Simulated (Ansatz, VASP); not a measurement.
**One calculation of InSe, two programs**

The input INCAR:

```
PREC = Accurate
ENCUT = 520
EDIFF = 1E-6
ISMEAR = 0
SIGMA = 0.02
LREAL = F
LASPH = T
NELM = 60
ALGO = Normal
ISIF = 2
LWAVE = F
LCHARG = T
GGA = PS
IVDW = 12
LELF = T
LVHAR = T
NBANDS = 27
```

File KPOINTS:

```
Automatic mesh
0
Gamma
  12 12 12
```

File POSCAR:

```
InSe
1.0
    1.9803411088      1.1433504723      8.0614572014
   -1.9803411088      1.1433504723      8.0614572014
    0.0000000000     -2.2867009446      8.0614572014
In Se
2 2
Direct
   -0.0011391278     -0.0011391278     -0.0011391278
    0.1125260663      0.1125260663      0.1125260663
    0.6121977396      0.6121977396      0.6121977396
    0.8324153219      0.8324153219      0.8324153219
```

Input for Ansatz:

```yaml
crystal:
  lattice:
    - [1.9803411088, 1.1433504723, 8.0614572014]
    - [-1.9803411088, 1.1433504723, 8.0614572014]
    - [0.0, -2.2867009446, 8.0614572014]
  atoms:
    - { symbol: In, position: [-0.0011391278, -0.0011391278, -0.0011391278] }
    - { symbol: In, position: [0.1125260663, 0.1125260663, 0.1125260663] }
    - { symbol: Se, position: [0.6121977396, 0.6121977396, 0.6121977396] }
    - { symbol: Se, position: [0.8324153219, 0.8324153219, 0.8324153219] }
basis:
  ecutwfc: 420
kpoints:
  mp_grid: { grid: [12, 12, 12] }
  band_path: { path: [VBM, CBM], npoints: 2 }
hamiltonian:
  xc: pbesol
  dispersion: d3bj
scf:
  occupations: { method: gaussian, width: 0.02 }
output:
  forces: false
  stress: false
  eigenvalues: true
checkpoint:
  read: start.run
  write: ck
  compress: false
  write_wavefunctions: false
  write_every: 100000
```

Alike in both runs: task single point; functional PBEsol; dispersion D3(BJ); k mesh 12 × 12 × 12; occupations gaussian, width 0.02 eV; no spin polarisation.

|  | VASP | Ansatz |
| --- | --- | --- |
| version | VASP 6.6.1 | Ansatz 0.2.0 |
| potentials or method | VASP PAW PBE potentials, release 64 (In_d, Se), cutoff 520 eV | scalar-relativistic, plane waves, PAW |
| valence electrons in the cell | 38 | 58 |

VASP gave:

* gap on the k mesh at the Fermi level (eV): 0.33
* least direct gap on the mesh (eV): 0.33

**Question.** What did Ansatz give for the same quantities?

**Answer.** gap on the k mesh at the Fermi level (eV): 0.34; least direct gap on the mesh (eV): 0.34.

VASP's potentials were made for PBE, not for PBEsol. VASP's potentials hold 38 valence electrons a cell and Ansatz's 58, so a difference there can come from the potentials and not from the codes.
